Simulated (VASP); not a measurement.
# Na2W5 (P4/mmm) in VASP: single point with PBE

Aim: the single point of Na2W5 with PBE.

Everything below comes from runs of VASP 6.6.1. Logs are shortened: lines on timing, memory, paths and dates and some standing lists are left out, and cuts for length are marked.

### Step 1. The cell of the first run

The structure is tetragonal, space group P4/mmm (No. 123). Conventional cell: a = 3.450 Å, b = 3.450 Å, c = 11.386 Å, α = 90.00°, β = 90.00°, γ = 90.00°. Na (site symmetry 4/mmm) has 4 W at 2.44 Å within 3.2 Å. Na (site symmetry 4/mmm) has 10 W at 3.18 to 3.21 Å and 4 Na at 3.45 Å within 4.2 Å. Within 3.7 Å of W (site symmetry 4mm) lie 8 W at 2.67 to 3.45 Å and 5 Na at 3.21 to 3.61 Å. Within 3.3 Å of W (site symmetry 4mm) lie 5 W at 2.51 to 2.67 Å and 1 Na at 3.18 Å. Within 3.2 Å of W (site symmetry 4/mmm) lie 4 Na at 2.44 Å and 2 W at 2.51 Å.

The cell was generated, and may not be a known phase.

### Step 2. Single point, PBE

Contents of INCAR:

```
SYSTEM = Na2W5
PREC     = Accurate       ! precision mode
ENCUT    = 520            ! plane-wave cutoff, eV
EDIFF    = 1E-7           ! SCF threshold, eV
ISMEAR   = 0              ! smearing method
SIGMA    = 0.1            ! smearing width, eV
LREAL    = .FALSE.        ! projectors in reciprocal space
LASPH    = .TRUE.         ! aspherical terms in the spheres
NELM     = 80             ! most SCF steps
ALGO     = Fast           ! electronic algorithm
ISIF     = 2              ! what is computed and relaxed
LWAVE    = .FALSE.        ! write WAVECAR
LCHARG   = .FALSE.        ! write CHGCAR
GGA      = PE             ! functional
NBANDS   = 51             ! bands
```

Contents of KPOINTS:

```
Automatic mesh
0
G
  12 12 4
  0 0 0
```

Contents of POSCAR:

```
Na2W5
1.0
    3.4499192354      0.0000000000      0.0000000000
    0.0000000000      3.4499192354      0.0000000000
    0.0000000000      0.0000000000     11.3860033289
Na W
2 5
Direct
    0.0000000000      0.0000000000      0.5000000000
    0.5000000000      0.5000000000      0.0000000000
    0.0000000000      0.0000000000      0.1829600533
    0.0000000000      0.0000000000      0.8170399467
    0.5000000000      0.5000000000      0.2791208409
    0.5000000000      0.5000000000      0.7208791591
    0.5000000000      0.5000000000      0.5000000000
```

Potentials or basis: VASP PAW PBE potentials, release 64 (Na_pv, W_sv).

Run with:

```sh
$ cat potpaw_PBE.64/Na_pv/POTCAR potpaw_PBE.64/W_sv/POTCAR > POTCAR
$ mpirun -np 1 vasp_std > vasp.out
```

OUTCAR:

```text
SYSTEM = Na2W5
   PREC = Accurate
   ENCUT = 520
   EDIFF = 1E-7
   ISMEAR = 0
   LREAL = .FALSE.
   LASPH = .TRUE.
   NELM = 80
   ISIF = 2
   GGA = PE

 ion  position               nearest neighbor table
   1  0.000  0.000  0.500-   7 2.44   7 2.44   7 2.44   7 2.44
   2  0.500  0.500  0.000-
   3  0.000  0.000  0.183-   5 2.67   5 2.67   5 2.67   5 2.67
   4  0.000  0.000  0.817-   6 2.67   6 2.67   6 2.67   6 2.67
   5  0.500  0.500  0.279-   7 2.51   3 2.67   3 2.67   3 2.67   3 2.67
   6  0.500  0.500  0.721-   7 2.51   4 2.67   4 2.67   4 2.67   4 2.67
   7  0.500  0.500  0.500-   1 2.44   1 2.44   1 2.44   1 2.44   6 2.51   5 2.51

  LATTYP: Found a simple tetragonal cell.
 ALAT       =     3.4499192354
 C/A-ratio  =     3.3003680817

  Lattice vectors:

 A1 = (   3.4499192354,   0.0000000000,   0.0000000000)
 A2 = (   0.0000000000,   3.4499192354,   0.0000000000)
 A3 = (   0.0000000000,   0.0000000000,  11.3860033289)

Analysis of symmetry for initial positions (statically):
=====================================================================
 Subroutine PRICEL returns:
 Original cell was already a primitive cell.

 Routine SETGRP: Setting up the symmetry group for a
 simple tetragonal supercell.

 Subroutine GETGRP returns: Found 16 space group operations
 (whereof 16 operations were pure point group operations)
 out of a pool of 16 trial point group operations.

The static configuration has the point symmetry D_4h.

Analysis of symmetry for dynamics (positions and initial velocities):
=====================================================================
 Subroutine PRICEL returns:
 Original cell was already a primitive cell.

 Routine SETGRP: Setting up the symmetry group for a
 simple tetragonal supercell.

 Subroutine GETGRP returns: Found 16 space group operations
 (whereof 16 operations were pure point group operations)
 out of a pool of 16 trial point group operations.

The dynamic configuration has the point symmetry D_4h.

 Subroutine INISYM returns: Found 16 space group operations
 (whereof 16 operations are pure point group operations),
 and found     1 'primitive' translations

----------------------------------------------------------------------------------------

                                     Primitive cell

  volume of cell :     135.5156

  direct lattice vectors                    reciprocal lattice vectors
     3.449919235  0.000000000  0.000000000     0.289861858  0.000000000  0.000000000
     0.000000000  3.449919235  0.000000000     0.000000000  0.289861858  0.000000000
     0.000000000  0.000000000 11.386003329     0.000000000  0.000000000  0.087827130

  length of vectors
     3.449919235  3.449919235 11.386003329     0.289861858  0.289861858  0.087827130

  position of ions in fractional coordinates (direct lattice)
     0.000000000  0.000000000  0.500000000
     0.500000000  0.500000000  0.000000000
     0.000000000  0.000000000  0.182960053
     0.000000000  0.000000000  0.817039947
     0.500000000  0.500000000  0.279120841
     0.500000000  0.500000000  0.720879159
     0.500000000  0.500000000  0.500000000

  ion indices of the primitive-cell ions
   primitive index   ion index
                 1           1
                 2           2
                 3           3
                 4           4
                 5           5
                 6           6
                 7           7

----------------------------------------------------------------------------------------

 KPOINTS: Automatic mesh

Automatic generation of k-mesh.
 Grid dimensions read from file:
 generate k-points for:   12   12    4

 Generating k-lattice:

  Cartesian coordinates                     Fractional coordinates (reciprocal lattice)
     0.024155155  0.000000000  0.000000000     0.083333333  0.000000000  0.000000000
     0.000000000  0.024155155  0.000000000     0.000000000  0.083333333  0.000000000
     0.000000000  0.000000000  0.021956783     0.000000000  0.000000000  0.250000000

  Length of vectors
     0.024155155  0.024155155  0.021956783

  Shift w.r.t. Gamma in fractional coordinates (k-lattice)
     0.000000000  0.000000000  0.000000000

 Subroutine IBZKPT returns following result:
 ===========================================

 Found     84 irreducible k-points:

 Following reciprocal coordinates:
            Coordinates               Weight
  0.000000  0.000000  0.000000      1.000000
  0.083333  0.000000  0.000000      4.000000
  0.166667  0.000000  0.000000      4.000000
  0.250000  0.000000  0.000000      4.000000
  0.333333  0.000000  0.000000      4.000000
  0.416667  0.000000  0.000000      4.000000
[... 16 lines left out ...]
  0.333333  0.333333  0.000000      4.000000
  0.416667  0.333333  0.000000      8.000000
 [... further k-points ...]
   k-points           NKPTS =     84   k-points in BZ     NKDIM =     84   number of bands    NBANDS=     51
   number of dos      NEDOS =    301   number of ions     NIONS =      7
   total plane-waves  NPLWV =  70560
   dimension x,y,z NGX =    28 NGY =   28 NGZ =   90
   dimension x,y,z NGXF=    56 NGYF=   56 NGZF=  180
   ions per type =               2   5
   NGX,Y,Z   is equivalent  to a cutoff of  13.49, 13.49, 13.14 a.u.
   NGXF,Y,Z  is equivalent  to a cutoff of  26.99, 26.99, 26.28 a.u.
 SYSTEM =  Na2W5
   PREC   = accura    normal or accurate (medium, high low for compatibility)
   ISTART =      0    job   : 0-new  1-cont  2-samecut
   ICHARG =      2    charge: 1-file 2-atom 10-const
   ISPIN  =      1    spin polarized calculation?
   LNONCOLLINEAR =      F non collinear calculations
   LSORBIT =      F    spin-orbit coupling
   LASPH  =      T    aspherical Exc in radial PAW
   ENCUT  =  520.0 eV  38.22 Ry    6.18 a.u.   6.41  6.41 21.17*2*pi/ulx,y,z
   NELM   =     80;   NELMIN=  2; NELMDL= -5     # of ELM steps
   EDIFF  = 0.1E-06   stopping-criterion for ELM
   LREAL  =      F    real-space projection
   EDIFFG = 0.1E-05   stopping-criterion for IOM
   NSW    =      0    number of steps for IOM
   IBRION =     -1    ionic relax: 0-MD 1-quasi-New 2-CG
   NFREE  =      0    steps in history (QN), initial steepest desc. (CG)
   ISIF   =      2    stress and relaxation
   ISYM   =      2    0-nonsym 1-usesym 2-fastsym
   POTIM  = 0.5000    time-step for ionic-motion
   TEBEG  =    0.0;   TEEND  =   0.0 temperature during run
   PSTRESS=    0.0 pullay stress
   NELECT =      84.0000    total number of electrons
   NUPDOWN=      -1.0000    fix difference up-down
   EMIN   =  10.00;   EMAX   =-10.00  energy-range for DOS
   EFERMI =   0.00;   METHOD = LEGACY
   ISMEAR =     0;   SIGMA  =   0.10  broadening in eV -4-tet -1-fermi 0-gaus
   EFERMI_NEDOS =   21; number of points for ismear=-14 and -15
   IALGO  =     68    algorithm
   IMIX   =      4    mixing-type and parameters
     AMIX     =   0.40;   BMIX     =  1.00
     AMIX_MAG =   1.60;   BMIX_MAG =  1.00
  volume/ion in A,a.u.               =      19.36       130.64
  Fermi-wavevector in a.u.,A,eV,Ry     =   1.395848  2.637771 26.509487  1.948392
  Thomas-Fermi vector in A             =   2.519260
   LORBIT       =      0    0 simple, 1 ext, 2 COOP (PROOUT), +10 PAW based schemes
   GGA     = PE    functional components
   LHFCALC =     F    Hartree Fock is set to
   AEXX    =    0.0000 exact exchange contribution
   IVDW    =     0    specifies the selected vdW correction
   LEPSILON=     F    determine dielectric tensor
   LRPA    =     F    only Hartree local field effects (RPA)
 non-spin polarized calculation
 RMM-DIIS sequential band-by-band and
 Gauss-broadening in eV      SIGMA  =   0.10
  energy-cutoff  :      520.00
  volume of cell :      135.52
 maximum number of plane-waves:      3682
 NGX is ok and might be reduce to    28
   NGX = 13   NGY = 13   NGZ = 43

 number of electron      84.0000001 magnetization

 Free energy of the ion-electron system (eV)
  ---------------------------------------------------
  ext. energy  EPLUGINS =         0.00000000
  ---------------------------------------------------
  free energy    TOTEN  =       -55.06735540 eV

  energy without entropy =      -55.02268450  energy(sigma->0) =      -55.04501995

 E-fermi :   6.5015     XC(G=0): -11.2891

 val. band max:        6.5010655912   @ k =   0.3333   0.3333   0.5000
 cond. band min:       6.5085152302   @ k =   0.5000   0.4167   0.2500
 fundamental gap:      0.0074496390
 Fermi energy:         6.5015250729

 k-point     1 :       0.0000    0.0000    0.0000
  band No.  band energies     occupation
      1     -67.4351      2.00000
      2     -67.4304      2.00000
      3     -67.2863      2.00000
      4     -67.2669      2.00000
      5     -67.1579      2.00000
      6     -32.1059      2.00000
[... 43 lines left out ...]
     50       8.4555      0.00000
     51       8.8967      0.00000

 k-point     2 :       0.0833    0.0000    0.0000
  band No.  band energies     occupation
      1     -67.4324      2.00000
      2     -67.4278      2.00000
      3     -67.2884      2.00000
      4     -67.2693      2.00000
      5     -67.1581      2.00000
      6     -32.1121      2.00000
[... 43 lines left out ...]
     50       8.4627      0.00000
     51       9.0342      0.00000

 k-point     3 :       0.1667    0.0000    0.0000
  band No.  band energies     occupation
      1     -67.4247      2.00000
      2     -67.4200      2.00000
      3     -67.2947      2.00000
      4     -67.2763      2.00000
      5     -67.1585      2.00000
      6     -32.1281      2.00000
[... 43 lines left out ...]
     50       8.4234      0.00000
     51       9.0539      0.00000
[... 1027 lines left out ...]
 k-point    23 :       0.3333    0.3333    0.0000
  band No.  band energies     occupation
      1     -67.3792      2.00000
      2     -67.3769      2.00000
      3     -67.3320      2.00000
      4     -67.3137      2.00000
      5     -67.1584      2.00000
      6     -32.1329      2.00000
[... 43 lines left out ...]
     50       8.8267      0.00000
     51       9.3999      0.00000

 k-point    24 :       0.4167    0.3333    0.0000
  band No.  band energies     occupation
      1     -67.3726      2.00000
      2     -67.3717      2.00000
      3     -67.3374      2.00000
      4     -67.3180      2.00000
      5     -67.1581      2.00000
      6     -32.1321      2.00000
[... 43 lines left out ...]
     50       8.6892      0.00000
     51       9.4603      0.00000

 [... further k-points ...]
[... 5 lines left out ...]
  --------------------------------------------------------------------------------------
  -------------------------------------------------------------------------------------
  Total        0.2287682      0.2287682      0.3609358      0.0000000     -0.0000000      0.0000000
  in kB        2.7046871      2.7046871      4.2672819      0.0000000     -0.0000000      0.0000000
  external PRESSURE =       3.2255521 kB  Pullay stress =       0.0000000 kB

 VOLUME and BASIS-vectors are now :
 -----------------------------------------------------------------------------
  energy-cutoff  :      520.00
  volume of cell :      135.52
      direct lattice vectors                 reciprocal lattice vectors
     3.449919235  0.000000000  0.000000000     0.289861858  0.000000000  0.000000000
     0.000000000  3.449919235  0.000000000     0.000000000  0.289861858  0.000000000
     0.000000000  0.000000000 11.386003329     0.000000000  0.000000000  0.087827130

 POSITION                                       TOTAL-FORCE (eV/Angst)
 -----------------------------------------------------------------------------------
      0.00000      0.00000      5.69300         0.000000      0.000000      0.000000
      1.72496      1.72496      0.00000         0.000000      0.000000      0.000000
      0.00000      0.00000      2.08318         0.000000      0.000000     -0.025885
      0.00000      0.00000      9.30282        -0.000000      0.000000      0.025885
      1.72496      1.72496      3.17807         0.000000      0.000000     -0.039993
      1.72496      1.72496      8.20793         0.000000     -0.000000      0.039993
      1.72496      1.72496      5.69300         0.000000      0.000000      0.000000
 -----------------------------------------------------------------------------------
    total drift:                                0.000000      0.000000      0.000000

  FREE ENERGIE OF THE ION-ELECTRON SYSTEM (eV)
  ---------------------------------------------------
  free  energy   TOTEN  =       -55.0673553972 eV

  energy  without entropy=      -55.0226845036  energy(sigma->0) =      -55.04501995
```

Run time: 28 min. Hardware: 1 thread of Intel Xeon 8259CL, shared host; peak memory 0.54 GiB.

Results:

- Free energy: -55.0674 eV
- Pressure: 0.3 GPa
- Largest force: 0.040 eV/Å
- Band gap on the k mesh: zero (bands 42 and 43 overlap by 0.93 eV)

Forces on the atoms (eV/Å):
```
Na   0.000  0.000  0.000
Na   0.000  0.000  0.000
W    0.000  0.000 -0.026
W    0.000  0.000  0.026
W    0.000  0.000 -0.040
W    0.000  0.000  0.040
W    0.000  0.000  0.000
```

Levels at points of the mesh, in eV from the Fermi level:
```csv
k point,band 39,band 40,band 41,band 42,band 43,band 44,band 45,band 46
"(0.00, 0.00, 0.00)",-1.26,-1.26,-0.20,0.23,0.23,0.52,0.57,0.57
"(0.50, 0.00, 0.00)",-1.66,-1.14,-0.34,0.23,0.28,0.49,1.39,1.97
"(0.50, 0.50, 0.00)",-0.94,-0.94,0.25,0.57,0.57,0.81,0.92,0.92
"(0.00, 0.00, 0.50)",-1.26,-1.26,-0.20,0.26,0.26,0.43,0.43,0.52
"(0.50, 0.00, 0.50)",-1.86,-0.75,-0.20,0.24,0.28,0.92,1.26,1.99
"(0.50, 0.50, 0.50)",-0.94,-0.94,0.13,0.13,0.24,0.80,1.21,1.48
```

Caveat: spin-orbit coupling is left out, which moves the levels of the heavy elements.
